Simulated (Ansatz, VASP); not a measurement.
**Two plane-wave programs on Rh**

```xyz
3
Lattice="4.2876 0.0000 0.0000 -2.1438 3.7132 0.0000 0.0000 0.0000 2.6601" Properties=species:S:1:pos:R:3 pbc="T T T"
Rh    0.0000    0.0000    0.0000
Rh    0.0000    2.4755    1.3301
Rh    2.1438    1.2377    1.3301
```

Alike in both runs: functional r2SCAN; k mesh 6 × 6 × 6; occupations gaussian, width 0.1 eV; no spin polarisation.

Ansatz relaxed the structure, and its values are those at the end. VASP's run is a single point on that final structure, the one shown.

```csv
,VASP,Ansatz
version,VASP 6.6.1,Ansatz 0.2.0
potentials or method,"VASP PAW PBE potentials, release 64 (Rh_pv), cutoff 520 eV","scalar-relativistic, plane waves, PAW"
valence electrons in the cell,45,51
```

|  | VASP | Ansatz | Ansatz less VASP |
| --- | --- | --- | --- |
| gap on the k mesh at the Fermi level (eV) | none | none | - |
| pressure (GPa) | 1.0 | -0.1 | -1.12 |

VASP's potentials were made for PBE, not for r2SCAN. A gap of «none» marks a metal or a gap that the smearing closes. VASP's potentials hold 45 valence electrons a cell and Ansatz's 51, so a difference there can come from the potentials and not from the codes.

The k mesh is coarse, so the values compare programs but aren't converged.
